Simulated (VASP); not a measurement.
Te:

```xyz
1
Lattice="2.3059 1.3313 1.6910 -2.3059 1.3313 1.6910 0.0000 -2.6626 1.6910" Properties=species:S:1:pos:R:3 pbc="T T T"
Te    0.0000    0.0000    2.5364
```

Base run:

* Program: VASP 6.6.1
* Functional: PBEsol
* Potentials or basis: VASP PAW PBE potentials, release 64 (Te)
* Cutoff: 520 eV
* k mesh: 9 × 9 × 9
* Occupations: fermi-dirac, width 0.05 eV
* Spin: no spin polarisation

Its results: band gap on the k mesh zero (band 3 reaches 9.37 eV, above the bottom of band 4 at 4.46 eV); pressure 0.0 GPa.

The run is repeated on the same cell with these changes: dispersion from none to D3(BJ). What comes out?

Band gap on the k mesh zero (band 3 reaches 9.37 eV, above the bottom of band 4 at 4.46 eV); pressure -2.3 GPa.

Dispersion adds attraction, which lowers the pressure at fixed volume and, as a term added to the energy, leaves the levels alone.

Caveats: the PAW data sets were made with another functional, which shifts forces and pressure a little; spin-orbit coupling is left out, which moves the levels of the heavy elements; three body term missing (some runs); pairwise dispersion overbinds metals, which lowers pressure and volume (some runs).
